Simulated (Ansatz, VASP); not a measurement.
## One calculation of AlBAs2, two programs

INCAR

```
ALGO = Normal
EDIFF = 1E-7
ENCUT = 520
GGA = PE
ISIF = 2
ISMEAR = -1
LASPH = True
LCHARG = False
LREAL = False
LWAVE = False
NBANDS = 26
NELM = 80
PREC = Accurate
SIGMA = 0.02
```

KPOINTS

```
k-points
0
Gamma
  8 8 8
```

File POSCAR:

```
AlBAs2
1.0
   -2.6539613795      2.6539613795      5.0892085865
    2.6539613795     -2.6539613795      5.0892085865
    2.6539613795      2.6539613795     -5.0892085865
B As Al
2 4 2
Direct
    0.0000000000      0.0000000000      0.0000000000
    0.7500000000      0.2500000000      0.5000000000
    0.3750000000      0.3224427837      0.4474427837
    0.0724427837      0.6250000000     -0.0525572163
    0.8750000000      0.9275572163      0.5525572163
    0.6775572163      0.1250000000      0.0525572163
    0.5000000000      0.5000000000      0.0000000000
    0.2500000000      0.7500000000      0.5000000000
```

Input for Ansatz:

```yaml
crystal:
  lattice:
    - [-2.6539613795, 2.6539613795, 5.0892085865]
    - [2.6539613795, -2.6539613795, 5.0892085865]
    - [2.6539613795, 2.6539613795, -5.0892085865]
  atoms:
    - { symbol: B, position: [0.0, 0.0, 0.0] }
    - { symbol: As, position: [0.375, 0.3224427837, 0.4474427837] }
    - { symbol: B, position: [0.75, 0.25, 0.5] }
    - { symbol: As, position: [0.0724427837, 0.625, -0.0525572163] }
    - { symbol: Al, position: [0.5, 0.5, 0.0] }
    - { symbol: As, position: [0.875, 0.9275572163, 0.5525572163] }
    - { symbol: Al, position: [0.25, 0.75, 0.5] }
    - { symbol: As, position: [0.6775572163, 0.125, 0.0525572163] }
kpoints:
  mp_grid: { grid: [8, 8, 8] }
  band_path:
    path:
      - [[0.0, 0.0, 0.0], [-1.861715897495e-18, 1.861715897495e-18, 0.5], [0.25, 0.25, 0.25], [8.984166492122e-18, 0.5, -8.984166492122e-18], [0.0, 0.0, 0.0], [0.5, 0.5, -0.5], [0.3179874423535, 0.6820125576465, -0.3179874423535]]
      - [[-0.3179874423535, 0.3179874423535, 0.3179874423535], [0.0, 0.0, 0.0]]
      - [[-1.861715897495e-18, 1.861715897495e-18, 0.5], [-0.1359748847071, 0.1359748847071, 0.5]]
      - [[0.5, 0.5, -0.1359748847071], [0.5, 0.5, -0.5]]
    npoints: 10
hamiltonian:
  xc: pbe
scf:
  occupations: { method: fermi_dirac, width: 0.02 }
  n_extra_bands: 6
output:
  forces: true
  stress: true
  eigenvalues: true
  write_density: true
  write_potential: true
  elf: true
  volumetric_format: npy
```

Alike in both runs: task single point; functional PBE; k mesh 8 × 8 × 8; occupations fermi-dirac, width 0.02 eV; no spin polarisation.

```csv
,VASP,Ansatz
version,VASP 6.6.1,Ansatz 0.2.0
potentials or method,"VASP PAW PBE potentials, release 64 (B, As, Al)","plane waves, PAW"
plane-wave cutoff (eV),520,420
valence electrons in the cell,32,72
```

VASP gave:

| Property | Result |
| --- | --- |
| gap on the k mesh at the Fermi level (eV) | 0.84 |
| pressure (GPa) | 2.1 |
| rms of the force components (eV/Å) | 0.053 |

Question: Which values does Ansatz return?

Answer: gap on the k mesh at the Fermi level (eV): 0.85; pressure (GPa): 1.8; rms of the force components (eV/Å): 0.058.

VASP's potentials hold 32 valence electrons a cell and Ansatz's 72, so a difference there can come from the potentials and not from the codes.
